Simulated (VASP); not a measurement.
A run of VASP 6.6.1 is set up as follows.

Contents of INCAR:

```
PREC = Accurate ; ENCUT = 520
EDIFF = 1E-7 ; ISMEAR = -1
SIGMA = 0.08 ; LREAL = False
LASPH = True ; NELM = 80
ALGO = Normal ; ISIF = 2
LWAVE = False ; LCHARG = False
NBANDS = 25
```

File KPOINTS:

```
Automatic mesh
0
Gamma
  16 16 16
```

POSCAR

```
Ti2Cd
1.0
   -1.4325000000      1.4325000000      6.7771000000
    1.4325000000     -1.4325000000      6.7771000000
    1.4325000000      1.4325000000     -6.7771000000
Ti Cd
2 1
Direct
    0.3240000000      0.3240000000      0.0000000000
    0.6760000000      0.6760000000      0.0000000000
    0.0000000000      0.0000000000      0.0000000000
```

Potentials or basis: VASP PAW LDA potentials, release 64 (Ti_sv, Cd).

The run is started by

```bash
$ cat potpaw_LDA.64/Ti_sv/POTCAR potpaw_LDA.64/Cd/POTCAR > POTCAR
$ mpirun -np 1 vasp_std > vasp.out
```

Question: What does it give for the band gap on the k mesh?

Answer: Zero (bands 18 and 19 overlap by 0.63 eV).

Question: Predict the pressure.

Answer: -8.6 GPa.

Question: What does it give for the largest force?

Answer: 0.328 eV/Å.

Stress tensor (GPa, compression positive):
```
-8.44  0.00  0.00
 0.00 -8.44  0.00
 0.00  0.00 -8.98
```

Caveat: the cell differs from its parent crystal (zz strain of +1 %); the cell stands under tension.
